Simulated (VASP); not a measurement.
# Si4Mo2C in VASP: relaxation of the atoms with PBE

Aim: the relaxation of the atoms of Si4Mo2C with PBE.

Program: VASP 6.6.1. These are calculated values, not measurements. Logs are shortened: lines on timing, memory, paths and dates and some standing lists are left out, and cuts for length are marked.

## 1. The cell of the first run

The cell holds a slab with vacuum, 7 atoms: a = 3.217 Å, b = 3.217 Å, c = 21.879 Å, α = 90.00°, β = 90.00°, γ = 90.00°.

## 2. Relaxation of the atoms, PBE

Contents of INCAR:

```
SYSTEM = Si4Mo2C
PREC = Accurate
ENCUT = 520
EDIFF = 1E-7
ISMEAR = 0
SIGMA = 0.1
LREAL = .False.
LASPH = .True.
NELM = 100
ALGO = Fast
ISIF = 2
LWAVE = .False.
LCHARG = .False.
LDIPOL = .True.
IDIPOL = 3
DIPOL = 0.5 0.5 0.362
GGA = PE
IBRION = 2
NSW = 36
EDIFFG = -0.025
```

Contents of KPOINTS:

```
Automatic mesh
0
Gamma
  8 8 1
  0 0 0
```

Contents of POSCAR:

```
Si4Mo2C
1.0
    3.2169717285      0.0000000000      0.0000000000
    0.0000000000      3.2169717285      0.0000000000
    0.0000000000      0.0000000000     21.8787970046
Si Mo C
4 2 1
Selective dynamics
Direct
    0.0000000000      0.0000000000      0.1828254085  F F F
    0.0000000000      0.0000000000      0.3015081460  F F F
    0.5000000000      0.5000000000      0.3593659936  F F F
    0.5000000000      0.5000000000      0.4743769505  F F F
    0.5000000000      0.5000000000      0.2421667772  F F F
    0.0000000000      0.0000000000      0.4192862006  F F F
    0.6250000000      0.6250000000      0.5545076231  F F T
```

Potentials or basis: VASP PAW PBE potentials, release 64 (Si, Mo_sv, C).

The run is started by

```sh
$ cat potpaw_PBE.64/Si/POTCAR potpaw_PBE.64/Mo_sv/POTCAR potpaw_PBE.64/C/POTCAR > POTCAR
$ mpirun -np 1 vasp_std > vasp.out
```

OUTCAR:

```text
SYSTEM = Si4Mo2C
   PREC = Accurate
   ENCUT = 520
   EDIFF = 1E-7
   ISMEAR = 0
   LREAL = .False.
   LASPH = .True.
   NELM = 100
   ISIF = 2
   GGA = PE
   IBRION = 2
   NSW = 36
   EDIFFG = -0.025

 ion  position               nearest neighbor table
   1  0.000  0.000  0.183-   2 2.60   5 2.62   5 2.62   5 2.62   5 2.62
   2  0.000  0.000  0.302-   6 2.58   1 2.60   3 2.60   3 2.60   3 2.60   3 2.60   5 2.62   5 2.62
                             5 2.62   5 2.62
   3  0.500  0.500  0.359-   4 2.52   5 2.56   2 2.60   2 2.60   2 2.60   2 2.60   6 2.63   6 2.63
                             6 2.63   6 2.63
   4  0.500  0.500  0.474-   7 1.84   3 2.52   6 2.57   6 2.57   6 2.57   6 2.57
   5  0.500  0.500  0.242-   3 2.56   1 2.62   1 2.62   1 2.62   1 2.62   2 2.62   2 2.62   2 2.62
                             2 2.62
   6  0.000  0.000  0.419-   4 2.57   4 2.57   4 2.57   4 2.57   2 2.58   3 2.63   3 2.63   3 2.63
                             3 2.63
   7  0.625  0.625  0.555-   4 1.84

  LATTYP: Found a simple tetragonal cell.
 ALAT       =     3.2169717285
 C/A-ratio  =     6.8010535532

  Lattice vectors:

 A1 = (   3.2169717285,   0.0000000000,   0.0000000000)
 A2 = (   0.0000000000,   3.2169717285,   0.0000000000)
 A3 = (   0.0000000000,   0.0000000000,  21.8787970046)

Analysis of symmetry for initial positions (statically):
=====================================================================
 Subroutine PRICEL returns:
 Original cell was already a primitive cell.

 Routine SETGRP: Setting up the symmetry group for a
 simple tetragonal supercell.

 Subroutine GETGRP returns: Found  2 space group operations
 (whereof  2 operations were pure point group operations)
 out of a pool of 16 trial point group operations.

The static configuration has the point symmetry C_1h.

Analysis of symmetry for dynamics (positions and initial velocities):
=====================================================================
 Subroutine PRICEL returns:
 Original cell was already a primitive cell.

 Routine SETGRP: Setting up the symmetry group for a
 simple tetragonal supercell.

 Subroutine GETGRP returns: Found  2 space group operations
 (whereof  2 operations were pure point group operations)
 out of a pool of 16 trial point group operations.

The dynamic configuration has the point symmetry C_1h.

Analysis of constrained symmetry for selective dynamics:
=====================================================================
 Subroutine PRICEL returns:
 Original cell was already a primitive cell.

 Routine SETGRP: Setting up the symmetry group for a
 simple tetragonal supercell.

 Subroutine GETGRP returns: Found  2 space group operations
 (whereof  2 operations were pure point group operations)
 out of a pool of 16 trial point group operations.

The constrained configuration has the point symmetry C_1h.

 Subroutine INISYM returns: Found  2 space group operations
 (whereof  2 operations are pure point group operations),
 and found     1 'primitive' translations

----------------------------------------------------------------------------------------

                                     Primitive cell

  volume of cell :     226.4216

  direct lattice vectors                    reciprocal lattice vectors
     3.216971728  0.000000000  0.000000000     0.310851349  0.000000000  0.000000000
     0.000000000  3.216971728  0.000000000     0.000000000  0.310851349  0.000000000
     0.000000000  0.000000000 21.878797005     0.000000000  0.000000000  0.045706352

  length of vectors
     3.216971728  3.216971728 21.878797005     0.310851349  0.310851349  0.045706352

  position of ions in fractional coordinates (direct lattice)
     0.000000000  0.000000000  0.182825409
     0.000000000  0.000000000  0.301508146
     0.500000000  0.500000000  0.359365994
     0.500000000  0.500000000  0.474376951
     0.500000000  0.500000000  0.242166777
     0.000000000  0.000000000  0.419286201
     0.625000000  0.625000000  0.554507623

  ion indices of the primitive-cell ions
   primitive index   ion index
                 1           1
                 2           2
                 3           3
                 4           4
                 5           5
                 6           6
                 7           7

----------------------------------------------------------------------------------------

 KPOINTS: Automatic mesh

Automatic generation of k-mesh.
 Grid dimensions read from file:
 generate k-points for:    8    8    1

 Generating k-lattice:

  Cartesian coordinates                     Fractional coordinates (reciprocal lattice)
     0.038856419  0.000000000  0.000000000     0.125000000  0.000000000  0.000000000
     0.000000000  0.038856419  0.000000000     0.000000000  0.125000000  0.000000000
     0.000000000  0.000000000  0.045706352     0.000000000  0.000000000  1.000000000

  Length of vectors
     0.038856419  0.038856419  0.045706352

  Shift w.r.t. Gamma in fractional coordinates (k-lattice)
     0.000000000  0.000000000  0.000000000

 Subroutine IBZKPT returns following result:
 ===========================================

 Found     21 irreducible k-points:

 Following reciprocal coordinates:
            Coordinates               Weight
  0.000000  0.000000  0.000000      1.000000
  0.125000  0.000000  0.000000      4.000000
  0.250000  0.000000  0.000000      4.000000
  0.375000  0.000000  0.000000      4.000000
  0.500000  0.000000  0.000000      2.000000
  0.125000  0.125000  0.000000      2.000000
[... 13 lines left out ...]
  0.500000  0.375000  0.000000      4.000000
  0.500000  0.500000  0.000000      1.000000
   k-points           NKPTS =     21   k-points in BZ     NKDIM =     21   number of bands    NBANDS=     28
   number of dos      NEDOS =    301   number of ions     NIONS =      7
   total plane-waves  NPLWV =  96768
   dimension x,y,z NGX =    24 NGY =   24 NGZ =  168
   dimension x,y,z NGXF=    48 NGYF=   48 NGZF=  336
   ions per type =               4   2   1
   NGX,Y,Z   is equivalent  to a cutoff of  12.40, 12.40, 12.77 a.u.
   NGXF,Y,Z  is equivalent  to a cutoff of  24.81, 24.81, 25.53 a.u.
 SYSTEM =  Si4Mo2C
   PREC   = accura    normal or accurate (medium, high low for compatibility)
   ISTART =      0    job   : 0-new  1-cont  2-samecut
   ICHARG =      2    charge: 1-file 2-atom 10-const
   ISPIN  =      1    spin polarized calculation?
   LNONCOLLINEAR =      F non collinear calculations
   LSORBIT =      F    spin-orbit coupling
   LASPH  =      T    aspherical Exc in radial PAW
   ENCUT  =  520.0 eV  38.22 Ry    6.18 a.u.   5.98  5.98 40.68*2*pi/ulx,y,z
   NELM   =    100;   NELMIN=  2; NELMDL= -5     # of ELM steps
   EDIFF  = 0.1E-06   stopping-criterion for ELM
   LREAL  =      F    real-space projection
   EDIFFG = -.3E-01   stopping-criterion for IOM
   NSW    =     36    number of steps for IOM
   IBRION =      2    ionic relax: 0-MD 1-quasi-New 2-CG
   NFREE  =      1    steps in history (QN), initial steepest desc. (CG)
   ISIF   =      2    stress and relaxation
   ISYM   =      2    0-nonsym 1-usesym 2-fastsym
   POTIM  = 0.5000    time-step for ionic-motion
   TEBEG  =    0.0;   TEEND  =   0.0 temperature during run
   PSTRESS=    0.0 pullay stress
   NELECT =      48.0000    total number of electrons
   NUPDOWN=      -1.0000    fix difference up-down
   EMIN   =  10.00;   EMAX   =-10.00  energy-range for DOS
   EFERMI =   0.00;   METHOD = LEGACY
   ISMEAR =     0;   SIGMA  =   0.10  broadening in eV -4-tet -1-fermi 0-gaus
   EFERMI_NEDOS =   21; number of points for ismear=-14 and -15
   IALGO  =     68    algorithm
   IMIX   =      4    mixing-type and parameters
     AMIX     =   0.40;   BMIX     =  1.00
     AMIX_MAG =   1.60;   BMIX_MAG =  1.00
  volume/ion in A,a.u.               =      32.35       218.28
  Fermi-wavevector in a.u.,A,eV,Ry     =   0.976149  1.844653 12.964530  0.952866
  Thomas-Fermi vector in A             =   2.106744
   LORBIT       =      0    0 simple, 1 ext, 2 COOP (PROOUT), +10 PAW based schemes
   GGA     = PE    functional components
   LHFCALC =     F    Hartree Fock is set to
   AEXX    =    0.0000 exact exchange contribution
   IVDW    =     0    specifies the selected vdW correction
   LEPSILON=     F    determine dielectric tensor
   LRPA    =     F    only Hartree local field effects (RPA)
 conjugate gradient relaxation of ions
 non-spin polarized calculation
 RMM-DIIS sequential band-by-band and
 Gauss-broadening in eV      SIGMA  =   0.10
  energy-cutoff  :      520.00
  volume of cell :      226.42
 maximum number of plane-waves:      6156
   NGX = 11   NGY = 11   NGZ = 81

 dipolmoment           0.000000      0.000000     -0.723173 electrons x Angstroem

--------------------------------------- Ionic step        1  -------------------------------------------

 number of electron      48.0000006 magnetization

 Free energy of the ion-electron system (eV)
  ---------------------------------------------------
  ext. energy  EPLUGINS =         0.00000000
  ---------------------------------------------------
  free energy    TOTEN  =       -48.27451396 eV

  energy without entropy =      -48.25540211  energy(sigma->0) =      -48.26495804

------------------------ aborting loop because EDIFF is reached ----------------------------------------

  FORCE on cell =-STRESS in cart. coord.  units (eV):
  Direction    XX          YY          ZZ          XY          YZ          ZX
  --------------------------------------------------------------------------------------
  -------------------------------------------------------------------------------------
  Total       -1.6045859     -1.6045859     -0.2372316      0.0012816      0.1283694      0.1283478
  in kB      -11.3541764    -11.3541764     -1.6786696      0.0090684      0.9083519      0.9081992
  external PRESSURE =      -8.1290075 kB  Pullay stress =       0.0000000 kB
[... 67 lines left out ...]
  energy  without entropy=      -48.2559978467  energy(sigma->0) =      -48.26554885

--------------------------------------- Ionic step        3  -------------------------------------------

 number of electron      48.0000006 magnetization

 dipolmoment           0.000000      0.000000      0.163485 electrons x Angstroem

 Free energy of the ion-electron system (eV)
  ---------------------------------------------------
  ext. energy  EPLUGINS =         0.00000000
  ---------------------------------------------------
  free energy    TOTEN  =       -48.27513584 eV

  energy without entropy =      -48.25603558  energy(sigma->0) =      -48.26558571

 E-fermi :   0.8509     XC(G=0):  -5.9070

 val. band max:        0.8486401716   @ k =   0.3750   0.0000   0.0000
 cond. band min:       0.8630435561   @ k =   0.5000   0.5000   0.0000
 fundamental gap:      0.0144033845
 Fermi energy:         0.8509492884

 k-point     1 :       0.0000    0.0000    0.0000
  band No.  band energies     occupation
      1     -59.6154      2.00000
      2     -59.5924      2.00000
      3     -33.7650      2.00000
      4     -33.7264      2.00000
      5     -33.6844      2.00000
      6     -33.6840      2.00000
[... 640 lines left out ...]
     27       2.3316      0.00000
     28       3.3768      0.00000

------------------------ aborting loop because EDIFF is reached ----------------------------------------

 vacuum level on the upper side and lower side of the slab       (xc-potential included)         1.247        -1.537

  FORCE on cell =-STRESS in cart. coord.  units (eV):
  Direction    XX          YY          ZZ          XY          YZ          ZX
  --------------------------------------------------------------------------------------
  -------------------------------------------------------------------------------------
  Total       -1.5787017     -1.5787017      0.0058145      0.0198460      0.1884357      0.1884131
  in kB      -11.1710172    -11.1710172      0.0411437      0.1404317      1.3333855      1.3332259
  external PRESSURE =      -7.4336302 kB  Pullay stress =       0.0000000 kB

 VOLUME and BASIS-vectors are now :
 -----------------------------------------------------------------------------
  energy-cutoff  :      520.00
  volume of cell :      226.42
      direct lattice vectors                 reciprocal lattice vectors
     3.216971728  0.000000000  0.000000000     0.310851349  0.000000000  0.000000000
     0.000000000  3.216971728  0.000000000     0.000000000  0.310851349  0.000000000
     0.000000000  0.000000000 21.878797005     0.000000000  0.000000000  0.045706352
[... 13 lines left out ...]
  FREE ENERGIE OF THE ION-ELECTRON SYSTEM (eV)
  ---------------------------------------------------
  free  energy   TOTEN  =       -48.2751358430 eV

  energy  without entropy=      -48.2560355848  energy(sigma->0) =      -48.26558571

 reached required accuracy - stopping structural energy minimisation

 vacuum level on the upper side and lower side of the slab         8.165         5.311
```

Run time: 12 min. Hardware: 1 thread of Oxide Virtual Turin-like, shared host; peak memory 0.35 GiB.

Results:

- Free energy: -48.2751 eV
- Energy gained by relaxing: 0.1 meV/atom
- Ionic steps: 3
- Band gap on the k mesh: zero (bands 24 and 25 overlap by 0.86 eV)

The path:
```csv
step,energy change (eV),largest force on free atoms (eV/Å),pressure (GPa)
1,0.0000,0.1395,-0.81
2,-0.0006,0.0335,-0.76
3,-0.0006,0.0009,-0.74
```

Final structure:
```yaml
crystal:
  lattice:
    - [3.21697, 0.00000, 0.00000]
    - [0.00000, 3.21697, 0.00000]
    - [0.00000, 0.00000, 21.87880]
  atoms:
    - { symbol: Si, position: [0.00000, 0.00000, 0.18283] }
    - { symbol: Si, position: [0.00000, 0.00000, 0.30151] }
    - { symbol: Si, position: [0.50000, 0.50000, 0.35937] }
    - { symbol: Si, position: [0.50000, 0.50000, 0.47438] }
    - { symbol: Mo, position: [0.50000, 0.50000, 0.24217] }
    - { symbol: Mo, position: [0.00000, 0.00000, 0.41929] }
    - { symbol: C, position: [0.62500, 0.62500, 0.55411] }
```
